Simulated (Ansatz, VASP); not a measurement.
One calculation of Ga, two programs

```
Ga
1.0
     2.26150   -3.83050    0.00000
     2.26150    3.83050    0.00000
     0.00000    0.00000    4.52400
Ga
4
Direct
  0.34510 0.65490 0.41900
  0.15490 0.84510 0.91900
  0.65490 0.34510 0.58100
  0.84510 0.15490 0.08100
```

Alike in both runs: task single point; functional LDA; k mesh 7 × 7 × 6; occupations fermi-dirac, width 0.05 eV; no spin polarisation.

|  | VASP | Ansatz |
| --- | --- | --- |
| version | VASP 6.6.1 | Ansatz 0.2.0 |
| potentials or method | VASP PAW LDA potentials, release 64 (Ga_d), cutoff 520 eV | all-electron LAPW, scalar-relativistic |

|  | VASP | Ansatz | Ansatz less VASP |
| --- | --- | --- | --- |
| gap on the k mesh at the Fermi level (eV) | none | none | - |
| pressure (GPa) | -3.6 | -3.6 | -0.03 |
| traceless stress, the component that is largest in VASP (GPa) | -0.73 | -0.69 | +0.039 |
| rms of the force components (eV/Å) | 0.080 | 0.079 | -0.0013 |

LDA's correlation is that of Perdew and Zunger in VASP and of Perdew and Wang (1992) in Ansatz. Atom by atom the forces differ by 0.002 eV/Å (rms over components). A gap of «none» marks a metal or a gap that the smearing closes. Ansatz ran all-electron here, and VASP with PAW potentials.
